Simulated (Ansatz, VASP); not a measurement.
## LiF: VASP beside Ansatz

```
Li F
1.0
     2.77571    0.00000    0.00000
    -1.38785    2.40383    0.00000
     0.00000    0.00000    5.03426
Li F
2 2
Cartesian
  0.0000 0.0000 0.0000
  0.0000 0.0000 2.5171
  0.0000 1.6026 1.2586
  1.3879 0.8013 3.7757
```

Change from the starting cell: uniaxial_z strain +5.3%.

Alike in both runs: task single point; functional r2SCAN; k mesh 12 × 12 × 6; no spin polarisation.

```csv
,VASP,Ansatz
version,VASP 6.6.1,Ansatz 0.2.0
potentials or method,"VASP PAW PBE potentials, release 64 (Li_sv, F)","plane waves, PAW"
plane-wave cutoff (eV),520,500
occupations,"gaussian, width 0.01 eV",fixed
valence electrons in the cell,20,20
```

```csv
,VASP,Ansatz,Ansatz less VASP
gap on the k mesh at the Fermi level (eV),9.73,9.53,-0.195
```

VASP's potentials were made for PBE, not for r2SCAN.

Noted on VASP's run: the cutoff is under 1.25 times that of the potentials, so the pressure is a little rough.
